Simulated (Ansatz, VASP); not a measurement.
**Sc: VASP beside Ansatz**

```
CELL_PARAMETERS angstrom
0.00000 2.36132 2.17968
2.36132 0.00000 2.17968
2.36132 2.36132 0.00000
ATOMIC_POSITIONS crystal
Sc 0.00000 0.00000 0.00000
```

Change from the starting cell: strain +0.040 along x and y, -0.040 along z, atoms carried along.

Alike in both runs: task single point; functional r2SCAN; k mesh 18 × 18 × 18; occupations gaussian, width 0.15 eV; no spin polarisation.

|  | VASP | Ansatz |
| --- | --- | --- |
| version | VASP 6.6.1 | Ansatz 0.2.0 |
| potentials or method | VASP PAW PBE potentials, release 64 (Sc_sv), cutoff 520 eV | scalar-relativistic, plane waves, PAW |
| valence electrons in the cell | 11 | 11 |

```tsv
	VASP	Ansatz	Ansatz less VASP
gap on the k mesh at the Fermi level (eV)	none	none	-
pressure (GPa)	2.0	1.8	-0.20
traceless stress, the component that is largest in VASP (GPa)	0.60	0.60	-0.003
```

VASP's potentials were made for PBE, not for r2SCAN. A gap of «none» marks a metal or a gap that the smearing closes.
